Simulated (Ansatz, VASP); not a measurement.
KF: VASP beside Ansatz

INCAR

```
SYSTEM = KF
PREC = Accurate ; ENCUT = 520
EDIFF = 1E-6 ; ISMEAR = -1
SIGMA = 0.05 ; LREAL = .FALSE.
LASPH = .TRUE. ; NELM = 100
ALGO = Normal ; ISIF = 2
LWAVE = .FALSE. ; LCHARG = .FALSE.
GGA = PE ; NBANDS = 15
```

Contents of KPOINTS:

```
regular mesh
0
G
  14 14 14
  0 0 0
```

The input POSCAR:

```
KF
1.0
    2.9996583071      0.0000000000      0.0000000000
    0.0000000000      2.9996583071      0.0000000000
    0.0000000000      0.0000000000      2.9996583071
K F
1 1
Direct
    0.0000000000      0.0000000000      0.0000000000
    0.5000000000      0.5000000000      0.5000000000
```

Input for Ansatz:

```yaml
crystal:
  lattice:
    - [2.9996583071, 0.0, 0.0]
    - [0.0, 2.9996583071, 0.0]
    - [0.0, 0.0, 2.9996583071]
  atoms:
    - { symbol: K, position: [0.0, 0.0, 0.0] }
    - { symbol: F, position: [0.5, 0.5, 0.5] }
kpoints:
  mp_grid: { grid: [14, 14, 14] }
scf:
  occupations: { method: fermi_dirac, width: 0.05 }
hamiltonian:
  xc: pbe
  pseudopotentials: { kind: all_electron, lapw: { basis_error: 0.001 } }
output:
  forces: true
  stress: true
  eigenvalues: true
  populations: true
```

Change from the starting cell: volume scaled by 0.78, LAPW.

Alike in both runs: task single point; functional PBE; k mesh 14 × 14 × 14; occupations fermi-dirac, width 0.05 eV; no spin polarisation.

|  | VASP | Ansatz |
| --- | --- | --- |
| version | VASP 6.6.1 | Ansatz 0.2.0 |
| potentials or method | VASP PAW PBE potentials, release 64 (K_sv, F), cutoff 520 eV | all-electron LAPW, scalar-relativistic |

VASP gave:

```
gap on the k mesh at the Fermi level (eV) : 8.30
pressure (GPa)                            : 15.4
```

Task: Which values does Ansatz return?

Result: gap on the k mesh at the Fermi level (eV): 8.32; pressure (GPa): 14.9.

Ansatz ran all-electron here, and VASP with PAW potentials.
